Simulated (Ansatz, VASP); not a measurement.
ZrBr5 in VASP and in Ansatz

```
CELL_PARAMETERS angstrom
6.79107 0.00000 0.00000
-3.39553 5.88124 0.00000
0.00000 0.00000 6.29097
ATOMIC_POSITIONS crystal
Zr 0.00000 0.00000 0.50000
Br 0.00000 0.67142 0.00000
Br 0.67142 0.00000 0.00000
Br 0.32858 0.32858 0.00000
Br 0.66667 0.33333 0.50000
Br 0.33333 0.66667 0.50000
```

Change from the starting cell: species swapped into the LiMg5 type (P-62m, No. 189).

Alike in both runs: task relaxation of cell and atoms; functional PBE; k mesh 3 × 3 × 4; occupations gaussian, width 0.1 eV; no spin polarisation.

|  | VASP | Ansatz |
| --- | --- | --- |
| version | VASP 6.6.1 | Ansatz 0.2.0 |
| potentials or method | VASP PAW PBE potentials, release 64 (Zr_sv, Br), cutoff 600 eV | scalar-relativistic, plane waves, PAW |
| valence electrons in the cell | 47 | 47 |

```tsv
	VASP	Ansatz	Ansatz less VASP
gap on the k mesh at the Fermi level, each at its own relaxed structure (eV)	none	none	-
relaxed volume (Å³/atom)	38.49	38.43	-0.062
relaxed length of the cell vector where the two differ most in proportion (Å)	9.014	9.001	-0.0121
```

A gap of «none» marks a metal or a gap that the smearing closes.
